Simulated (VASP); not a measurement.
A run of VASP 6.6.1:

Contents of INCAR:

```
SYSTEM = Be16C
PREC     = Accurate       ! precision mode
ENCUT    = 520            ! plane-wave cutoff, eV
EDIFF    = 1E-6           ! SCF threshold, eV
ISMEAR   = 0              ! smearing method
SIGMA    = 0.05           ! smearing width, eV
LREAL    = Auto         
LASPH    = .TRUE.         ! aspherical terms in the spheres
NELM     = 80             ! most SCF steps
ALGO     = Normal         ! electronic algorithm
ISIF     = 2              ! what is computed and relaxed
LWAVE    = .FALSE.        ! write WAVECAR
LCHARG   = .TRUE.         ! write CHGCAR
GGA      = PE             ! functional
LELF     = .TRUE.         ! ELF
LVHAR    = .TRUE.       
NBANDS   = 32             ! bands
```

KPOINTS

```
regular mesh
0
G
  5 6 4
  0 0 0
```

Contents of POSCAR:

```
Be16C
1.0
   -2.2900000000     -3.9663960000      0.0000000000
    3.4350000000     -1.9831980000      0.0000000000
    0.0000000000      0.0000000000      7.1768600000
Be C
16 1
Direct
    0.7711150401      0.5413520937      0.0065332193
    0.5040277706      0.3345658209      0.2565021472
    0.7323783107      0.5168967486      0.4944312694
    0.5461242561      0.3592091839      0.7602427803
    0.5097542747      0.0041270129     -0.0019636721
    0.2496162714      0.8319855201      0.2529492006
    0.4967990917      0.0029624222      0.5086437523
    0.2444991015      0.7696643209      0.7455192104
    0.2647954709      0.4676907215      0.0082102758
   -0.0031555075      0.3369108844      0.2491003029
    0.2373161825      0.4923522730      0.4912906201
   -0.0406978041      0.3418885091      0.7320588670
   -0.0022812968      0.0172022796     -0.0099241172
    0.7486371072      0.8429656406      0.2534754753
   -0.0144562433     -0.0053271607      0.4941145571
    0.7499973771      0.8178040738      0.7483081738
    0.2528109484      0.1625045333      0.8280178240
```

Potentials or basis: VASP PAW PBE potentials, release 64 (Be, C).

Command:

```sh
$ cat potpaw_PBE.64/Be/POTCAR potpaw_PBE.64/C/POTCAR > POTCAR
$ mpirun -np 1 vasp_std > vasp.out
```

Hardware: 1 thread of Intel(R) Xeon(R) Platinum 8559C (Emerald Rapids), with other jobs on the host.

Question: Estimate the wall time of this run.

Answer: It took 3.4 min on 1 thread of Intel(R) Xeon(R) Platinum 8559C (Emerald Rapids) (shared host), peak memory 0.31 GiB. Counts: scf iterations 14, k points 62.
